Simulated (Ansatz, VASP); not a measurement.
# MgSn2O3: VASP beside Ansatz

Contents of INCAR:

```
PREC = Accurate
ENCUT = 520
EDIFF = 1E-7
ISMEAR = 0
SIGMA = 0.1
LREAL = False
LASPH = True
NELM = 80
ALGO = Normal
ISIF = 2
LWAVE = False
LCHARG = True
GGA = PE
LELF = True
LVHAR = True
NBANDS = 33
```

The input KPOINTS:

```
Automatic mesh
0
Gamma
  6 6 6
```

File POSCAR:

```
MgSn2O3
1.0
    2.6738135200      1.5437269600      3.8668891900
   -2.6738135200      1.5437269600      3.8668891900
    0.0000000000     -3.0874539100      3.8668891900
Mg Sn O
1 2 3
Direct
    0.0000000000      0.0000000000      0.0000000000
    0.6292209600      0.6292209600      0.6292209600
    0.3707790400      0.3707790400      0.3707790400
    0.0000000000      0.5000000000      0.0000000000
    0.5000000000      0.0000000000      0.0000000000
    0.0000000000      0.0000000000      0.5000000000
```

Input for Ansatz:

```yaml
crystal:
  lattice:
    - [2.67381352, 1.54372696, 3.86688919]
    - [-2.67381352, 1.54372696, 3.86688919]
    - [0.0, -3.08745391, 3.86688919]
  atoms:
    - { symbol: Mg, position: [0.0, 0.0, 0.0] }
    - { symbol: Sn, position: [0.62922096, 0.62922096, 0.62922096] }
    - { symbol: Sn, position: [0.37077904, 0.37077904, 0.37077904] }
    - { symbol: O, position: [0.0, 0.5, 0.0] }
    - { symbol: O, position: [0.5, 0.0, 0.0] }
    - { symbol: O, position: [0.0, 0.0, 0.5] }
basis:
  ecutwfc: 420
kpoints:
  mp_grid: { grid: [6, 6, 6] }
hamiltonian:
  xc: pbe
scf:
  occupations: { method: gaussian, width: 0.1 }
  lower_state_search: "off"
output:
  forces: true
  stress: true
  eigenvalues: true
```

Change from the starting cell: species swapped into the Er2AlCo3 type (R-3m, No. 166).

Alike in both runs: task single point; functional PBE; k mesh 6 × 6 × 6; occupations gaussian, width 0.1 eV; no spin polarisation.

```csv
,VASP,Ansatz
version,VASP 6.6.1,Ansatz 0.2.0
potentials or method,"VASP PAW PBE potentials, release 64 (Mg, Sn_d, O), cutoff 520 eV","scalar-relativistic, plane waves, PAW"
valence electrons in the cell,48,56
```

|  | VASP | Ansatz | Ansatz less VASP |
| --- | --- | --- | --- |
| gap on the k mesh at the Fermi level (eV) | none | none | - |
| pressure (GPa) | -9.2 | -9.0 | +0.19 |
| traceless stress, the component that is largest in VASP (GPa) | -27.71 | -27.80 | -0.087 |
| rms of the force components (eV/Å) | 0.305 | 0.306 | +0.0010 |

Atom by atom the forces differ by 0.001 eV/Å (rms over components). A gap of «none» marks a metal or a gap that the smearing closes. VASP's potentials hold 48 valence electrons a cell and Ansatz's 56, so a difference there can come from the potentials and not from the codes.
